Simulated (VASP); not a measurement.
A run of VASP 6.6.1 is set up as follows.

Contents of INCAR:

```
  PREC = Accurate
  ENCUT = 520
  EDIFF = 1E-6
  ISMEAR = -1
  SIGMA = 0.02
  LREAL = F
  LASPH = T
  NELM = 80
  ALGO = Normal
  ISIF = 2
  LWAVE = F
  LCHARG = F
  GGA = PS
  NBANDS = 28
```

KPOINTS

```
Automatic mesh
0
Gamma
  8 8 4
```

Contents of POSCAR:

```
HfSiO4
1.0
    3.3102851074      0.0000000000      0.0000000000
    0.0000000000      3.3102851074      0.0000000000
    0.0000000000      0.0000000000      5.4474877123
Si Hf O
1 1 4
Direct
    0.5000000000      0.5000000000      0.5000000000
    0.0000000000      0.0000000000      0.0000000000
    0.5000000000      0.0000000000      0.6361158882
    0.0000000000      0.5000000000      0.8148447181
    0.0000000000      0.5000000000      0.3638841118
    0.5000000000      0.0000000000      0.1851552819
```

Potentials or basis: VASP PAW PBE potentials, release 64 (Si, Hf_pv, O).

Command:

```sh
$ cat potpaw_PBE.64/Si/POTCAR potpaw_PBE.64/Hf_pv/POTCAR potpaw_PBE.64/O/POTCAR > POTCAR
$ mpirun -np 1 vasp_std > vasp.out
```

(1) Estimate the band gap on the k mesh.

(2) What does it give for the largest force?

(3) Predict the pressure.

## Answers

(1) 2.23 eV, indirect (least direct gap 2.37 eV).

(2) 0.111 eV/Å.

(3) -1.1 GPa.

Caveat: the PAW data sets were made with another functional, which shifts forces and pressure a little; spin-orbit coupling is left out, which moves the levels of the heavy elements.
